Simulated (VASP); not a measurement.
Set up this calculation in VASP 6.6.1, as the native input.

| Property | Result |
| --- | --- |
| Task | single point |
| Functional | PBEsol |
| Potentials or basis | VASP PAW PBE potentials, release 64 (Mg, S) |
| Cutoff | 600 eV |
| k mesh | 8 × 8 × 8 |
| Occupations | gaussian, width 0.01 eV |
| Spin | no spin polarisation |
| Dipole correction | no |
| Further INCAR settings | ALGO = Normal; EDIFF = 1e-06; NBANDS = 11 |

The structure of MgS lies in POSCAR:

```
MgS
1.0
    2.5909610208      2.5909610208      0.0000000000
   -2.5909610208      2.5909610208      0.0000000000
    0.0000000000      2.5909610208      2.5909610208
Mg S
1 1
Direct
    0.0000000000      0.0000000000      0.0000000000
    0.5000000000      0.5000000000      0.0000000000
```

The input as run:

INCAR

```
ALGO = Normal
EDIFF = 1E-6
ENCUT = 600
GGA = PS
GGA_COMPAT = False
ISIF = 2
ISMEAR = 0
LASPH = True
LCHARG = False
LREAL = False
LWAVE = False
NBANDS = 11
NELM = 120
PREC = Accurate
SIGMA = 0.01
```

KPOINTS

```
k-points
0
Gamma
  8 8 8
```

Potentials or basis: VASP PAW PBE potentials, release 64 (Mg, S).

Command:

```sh
$ cat potpaw_PBE.64/Mg/POTCAR potpaw_PBE.64/S/POTCAR > POTCAR
$ mpirun -np 1 vasp_std > vasp.out
```

It gave:

```yaml
Pressure: -0.2 GPa
Band_gap_on_the_k_mesh: 2.73 eV (least direct gap 3.69 eV)
```

Caveat: the PAW data sets were made with another functional, which shifts forces and pressure a little.

Run time: 11 s on 1 thread of Intel(R) Xeon(R) Platinum 8259CL CPU @ 2.50GHz (Skylake/Cascade Lake), with other jobs on the host, peak memory 0.16 GiB.
